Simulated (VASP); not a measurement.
**C: single point with PBEsol**

Crystal: C.

```
CELL_PARAMETERS angstrom
1.20556 -2.26183 0.00000
1.20556 2.26183 0.00000
0.00000 0.00000 7.83783
ATOMIC_POSITIONS crystal
C 0.08332 0.91668 0.74984
C 0.58332 0.41668 0.25016
C 0.91668 0.08332 0.25016
C 0.41668 0.58332 0.74984
```

```yaml
Program: VASP 6.6.1
Task: single point
Functional: PBEsol
Potentials_or_basis: VASP PAW PBE potentials, release 64 (C)
Cutoff: 520 eV
k_mesh: 21 × 21 × 6
Occupations: gaussian, width 0.15 eV
Spin: no spin polarisation
Dipole_correction: no
Further_INCAR_settings: ALGO = Normal; EDIFF = 1e-07; NBANDS = 16
```

```
Pressure      : -11.8 GPa
Largest force : 0.442 eV/Å
```

Forces on the atoms (eV/Å):
```
C    0.000 -0.442  0.000
C    0.000 -0.442  0.000
C    0.000  0.442  0.000
C    0.000  0.442  0.000
```

Stress tensor (GPa, compression positive):
```
 10.67   0.00   0.00
  0.00 -45.74   0.00
  0.00   0.00  -0.21
```

It took 8.5 min on 1 thread of Intel Xeon 8259CL, with other jobs on the host, peak memory 0.34 GiB.

Caveat: the stress differs along the axes, from -46 to 11 GPa; this functional lacks dispersion, which binds layers or chains, so the pressure and a relaxed spacing across them are unreliable; the PAW data sets were made with another functional, which shifts forces and pressure a little.
